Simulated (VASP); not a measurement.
# LiH (P2/m) in VASP: a series of runs, part 2 of 2

VASP 6.6.1. Earlier steps stand in the parts before.

## 3. Single point, PBE

The input, INCAR:

```
SYSTEM = LiH
ALGO = Normal
EDIFF = 1E-6
ENCUT = 520
GGA = PE
ISIF = 2
ISMEAR = 0
LASPH = .True.
LCHARG = .False.
LREAL = .False.
LWAVE = .False.
NBANDS = 12
NELM = 100
PREC = Accurate
SIGMA = 0.01
```

The input, KPOINTS:

```
k-points
0
Gamma
  16 12 8
  0 0 0
```

The input, POSCAR:

```
LiH
1.0
    2.5621401484      0.0000000000     -1.0040944518
    0.0000000000      2.8081658323      0.0000000000
   -1.7794151088      0.0000000000      6.0809401398
Li H
2 2
Direct
    0.0000000000      0.0000000000      0.0000000000
    0.0000000000      0.5000000000      0.5000000000
    0.8832693904      0.0000000000      0.2621426828
    0.1167306096      0.0000000000      0.7378573172
```

Potentials or basis: VASP PAW PBE potentials, release 64 (Li_sv, H).

Run with:

```
$ cat potpaw_PBE.64/Li_sv/POTCAR potpaw_PBE.64/H/POTCAR > POTCAR
$ mpirun -np 1 vasp_std > vasp.out
```

OUTCAR:

```text
SYSTEM = LiH
   EDIFF = 1E-6
   ENCUT = 520
   GGA = PE
   ISIF = 2
   ISMEAR = 0
   LASPH = .True.
   LREAL = .False.
   NELM = 100
   PREC = Accurate

 ion  position               nearest neighbor table
   1  0.000  0.000  0.000-
   2  0.000  0.500  0.500-
   3  0.883  0.000  0.262-
   4  0.117  0.000  0.738-

  LATTYP: Found a simple monoclinic cell.
 ALAT       =     2.7518662410
 B/A-ratio  =     1.0204586947
 C/A-ratio  =     1.8666713324
 COS(beta)  =    -0.2187471766

  Lattice vectors:

 A1 = (   2.5621401484,   0.0000000000,  -1.0040944518)
 A2 = (   0.0000000000,   2.8081658323,   0.0000000000)
 A3 = (   0.7827250396,   0.0000000000,   5.0768456880)

Analysis of symmetry for initial positions (statically):
=====================================================================
 Subroutine PRICEL returns:
 Original cell was already a primitive cell.

 Routine SETGRP: Setting up the symmetry group for a
 simple monoclinic supercell.

 Subroutine GETGRP returns: Found  4 space group operations
[... 183 lines left out ...]
      6      10.2693      0.00000
      7      11.2784      0.00000
      8      11.4723      0.00000
      9      13.3780      0.00000
     10      14.5622      0.00000
     11      15.9818      0.00000
     12      16.6424      0.00000
[... 331 lines left out ...]
 k-point    24 :       0.3125    0.1667    0.0000
  band No.  band energies     occupation
      1     -45.1748      2.00000
      2     -45.0908      2.00000
      3      -2.9764      2.00000
      4      -2.6911      2.00000
      5       4.2572      0.00000
      6       7.1019      0.00000
      7       8.2405      0.00000
      8       9.2235      0.00000
      9      10.6023      0.00000
     10      11.5700      0.00000
     11      13.4565      0.00000
     12      16.1602      0.00000

 [... further k-points ...]

------------------------ aborting loop because EDIFF is reached ----------------------------------------

  FORCE on cell =-STRESS in cart. coord.  units (eV):
  Direction    XX          YY          ZZ          XY          YZ          ZX
  --------------------------------------------------------------------------------------
  -------------------------------------------------------------------------------------
  Total       -0.0457482     -0.0482684     -0.0367559      0.0000000      0.0000000      0.0034196
  in kB       -1.8922846     -1.9965310     -1.5203387      0.0000000      0.0000000      0.1414452
  external PRESSURE =      -1.8030514 kB  Pullay stress =       0.0000000 kB

 VOLUME and BASIS-vectors are now :
 -----------------------------------------------------------------------------
  energy-cutoff  :      520.00
  volume of cell :       38.73
      direct lattice vectors                 reciprocal lattice vectors
     2.562140148  0.000000000 -1.004094452     0.440854845  0.000000000  0.129003699
     0.000000000  2.808165832  0.000000000     0.000000000  0.356104326  0.000000000
    -1.779415109  0.000000000  6.080940140     0.072794649  0.000000000  0.185749551

 POSITION                                       TOTAL-FORCE (eV/Angst)
 -----------------------------------------------------------------------------------
      0.00000      0.00000      0.00000         0.000000      0.000000      0.000000
     -0.88971      1.40408      3.04047         0.000000      0.000000      0.000000
      1.79660      0.00000      0.70719        -0.000952     -0.000000     -0.001274
     -1.01387      0.00000      4.36966         0.000952      0.000000      0.001274
 -----------------------------------------------------------------------------------
    total drift:                               -0.000000      0.000000      0.000000

  FREE ENERGIE OF THE ION-ELECTRON SYSTEM (eV)
  ---------------------------------------------------
  free  energy   TOTEN  =       -11.5026701265 eV

  energy  without entropy=      -11.5026701265  energy(sigma->0) =      -11.50267013
```

OSZICAR:

```text
N       E                     dE             d eps       ncg     rms          rms(c)
DAV:   1     0.147397974644E+02    0.14740E+02   -0.31388E+03 11120   0.632E+02
DAV:   2    -0.952863467313E+01   -0.24268E+02   -0.23571E+02 13912   0.128E+02
DAV:   3    -0.122367542729E+02   -0.27081E+01   -0.26963E+01 19836   0.284E+01
DAV:   4    -0.122707225732E+02   -0.33968E-01   -0.33961E-01 13704   0.378E+00
DAV:   5    -0.122710875077E+02   -0.36493E-03   -0.36493E-03 16044   0.330E-01    0.463E+00
DAV:   6    -0.116715142611E+02    0.59957E+00   -0.43633E-01 12868   0.221E+00    0.228E+00
DAV:   7    -0.114893449079E+02    0.18217E+00   -0.56537E-01 13620   0.281E+00    0.459E-01
DAV:   8    -0.115031343745E+02   -0.13789E-01   -0.42967E-02 13376   0.111E+00    0.158E-01
DAV:   9    -0.115026453621E+02    0.48901E-03   -0.16558E-03 15740   0.176E-01    0.448E-02
DAV:  10    -0.115026731205E+02   -0.27758E-04   -0.21394E-04 13440   0.860E-02    0.213E-02
DAV:  11    -0.115026698665E+02    0.32540E-05   -0.20801E-05 14316   0.256E-02    0.353E-03
DAV:  12    -0.115026701265E+02   -0.26002E-06   -0.10022E-06 13172   0.587E-03
   1 F= -.11502670E+02 E0= -.11502670E+02  d E =-.351664E-51
```

stdout:

```text
POSCAR found type information on POSCAR LiH
 POSCAR found :  2 types and       4 ions
 scaLAPACK will be used
 LDA part: xc-table for (Slater+PW92), standard interpolation
 POSCAR, INCAR and KPOINTS ok, starting setup
 FFT: planning ... GRIDC
 FFT: planning ... GRID_SOFT
 FFT: planning ... GRID
 WAVECAR not read
 entering main loop
```

Run time: 79 s. Hardware: 1 thread of Intel Xeon 6975P-C (Granite Rapids), shared host; peak memory 0.28 GiB.

Results:

```
Free energy            : -11.5027 eV
Band gap on the k mesh : 0.26 eV, indirect (least direct gap 1.70 eV)
```

Levels at points of the mesh, in eV from the valence-band top:
| k point | band 2 | band 3 | band 4 | band 5 | band 6 | band 7 |
| --- | --- | --- | --- | --- | --- | --- |
| (0.00, 0.00, 0.00) | -45.86 | -6.06 | -3.76 | 3.05 | 9.51 | 10.52 |
| (0.50, 0.00, 0.00) | -45.85 | -3.91 | -1.80 | 1.35 | 3.18 | 6.70 |
| (0.00, 0.50, 0.00) | -45.85 | -4.10 | -1.44 | 0.26 | 4.54 | 6.00 |
| (0.50, 0.50, 0.00) | -45.83 | -1.66 | -0.91 | 4.22 | 4.93 | 5.95 |
| (0.00, 0.00, 0.50) | -45.87 | -5.29 | -5.04 | 6.45 | 7.13 | 10.21 |
| (0.50, 0.00, 0.50) | -45.85 | -3.66 | -2.34 | 1.69 | 3.68 | 6.78 |
| (0.00, 0.50, 0.50) | -45.85 | -3.77 | -2.19 | 0.44 | 3.40 | 8.37 |
| (0.50, 0.50, 0.50) | -45.83 | -2.19 | -0.02 | 3.69 | 5.42 | 6.11 |

Caveat: the cutoff is under 1.25 times the usual one of these potentials, so pressure, stress and relaxed cells hold a basis-set (Pulay) error.

## 4. Relaxation of cell and atoms, PBE

The input, INCAR:

```
SYSTEM = LiH
PREC = Accurate
ENCUT = 600
EDIFF = 1E-6
ISMEAR = 0
SIGMA = 0.01
LREAL = .False.
LASPH = .True.
NELM = 100
ALGO = Normal
ISIF = 3
LWAVE = .False.
LCHARG = .False.
GGA = PE
IBRION = 2
NSW = 100
EDIFFG = -0.01
```

The input, KPOINTS:

```
regular mesh
0
Gamma
  16 12 8
  0 0 0
```

POSCAR is that of step 3.

Run with:

```
$ cat potpaw_PBE.64/Li_sv/POTCAR potpaw_PBE.64/H/POTCAR > POTCAR
$ mpirun -np 1 vasp_std > vasp.out
```

It took 1.7 min on 1 thread of Intel Xeon 6975P-C (Granite Rapids), shared host; peak memory 0.29 GiB.

It converged, with:

```
Free energy                            : -11.5030 eV
Relaxed volume                         : 9.67 Å³/atom
Relaxed cell                           : a = 2.750 Å, b = 2.807 Å, c = 6.333 Å, α = 90.00°, β = 127.71°, γ = 90.00°
Space group after relaxing (to 0.05 Å) : P2/m (No. 10)
Energy gained by relaxing              : 0.0 meV/atom
Ionic steps                            : 2
Pressure after relaxing                : -0.1 GPa
Band gap on the k mesh                 : 0.26 eV, indirect (least direct gap 1.70 eV)
```

Final structure:
```
Li H
1.0
     2.56085    0.00000   -1.00363
     0.00000    2.80671    0.00000
    -1.77832    0.00000    6.07863
Li H
2 2
Direct
  0.00000 0.00000 0.00000
  0.00000 0.50000 0.50000
  0.88323 0.00000 0.26213
  0.11677 0.00000 0.73787
```

Levels at points of the mesh, in eV from the valence-band top:
| k point | band 2 | band 3 | band 4 | band 5 | band 6 | band 7 |
| --- | --- | --- | --- | --- | --- | --- |
| (0.00, 0.00, 0.00) | -45.86 | -6.07 | -3.76 | 3.05 | 9.52 | 10.53 |
| (0.50, 0.00, 0.00) | -45.84 | -3.91 | -1.80 | 1.35 | 3.18 | 6.70 |
| (0.00, 0.50, 0.00) | -45.84 | -4.10 | -1.45 | 0.26 | 4.54 | 6.00 |
| (0.50, 0.50, 0.00) | -45.83 | -1.66 | -0.91 | 4.23 | 4.94 | 5.95 |
| (0.00, 0.00, 0.50) | -45.86 | -5.29 | -5.05 | 6.45 | 7.13 | 10.22 |
| (0.50, 0.00, 0.50) | -45.84 | -3.66 | -2.34 | 1.69 | 3.68 | 6.78 |
| (0.00, 0.50, 0.50) | -45.84 | -3.77 | -2.19 | 0.44 | 3.41 | 8.37 |
| (0.50, 0.50, 0.50) | -45.83 | -2.19 | -0.02 | 3.69 | 5.42 | 6.12 |

Caveat: the cutoff is under 1.25 times the usual one of these potentials, so pressure, stress and relaxed cells hold a basis-set (Pulay) error. A k mesh can miss the band edges.
